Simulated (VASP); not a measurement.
A run of VASP 6.6.1 is set up as follows.

Contents of INCAR:

```
SYSTEM = Cl
PREC = Accurate ; ENCUT = 600
EDIFF = 1E-7 ; ISMEAR = -1
SIGMA = 0.05 ; LREAL = .False.
LASPH = .True. ; NELM = 100
ALGO = Normal ; ISIF = 3
LWAVE = .False. ; LCHARG = .False.
GGA = PE ; IBRION = 2
NSW = 60 ; EDIFFG = -0.005
```

File KPOINTS:

```
regular mesh
0
Gamma
  15 15 15
  0 0 0
```

File POSCAR:

```
Cl
1.0
    0.0000000000      2.2239800906      2.2239800906
    2.2239800906      0.0000000000      2.2239800906
    2.2239800906      2.2239800906      0.0000000000
Cl
1
Direct
    0.0000000000      0.0000000000      0.0000000000
```

Potentials or basis: VASP PAW PBE potentials, release 64 (Cl).

Launch:

```console
$ cat potpaw_PBE.64/Cl/POTCAR > POTCAR
$ mpirun -np 1 vasp_std > vasp.out
```

What does it give for the relaxed cell?

a = 3.109 Å, b = 3.109 Å, c = 3.109 Å, α = 60.00°, β = 60.00°, γ = 60.00°.

What does it give for the relaxed volume?

21.24 Å³/atom.

What does it give for the space group after relaxing (to 0.05 Å)?

Fm-3m (No. 225).

The path:
```
step  energy change (eV)  largest force (eV/Å)  pressure (GPa)  volume (Å³)
   1              0.0000                0.0000           -1.00        22.00
   2             -0.0020                0.0000           -0.47        21.57
   3             -0.0025                0.0000           -0.02        21.24
```

Caveat: an odd number of electrons without spin polarisation forces a metal; a magnetic or distorted state may lie lower.
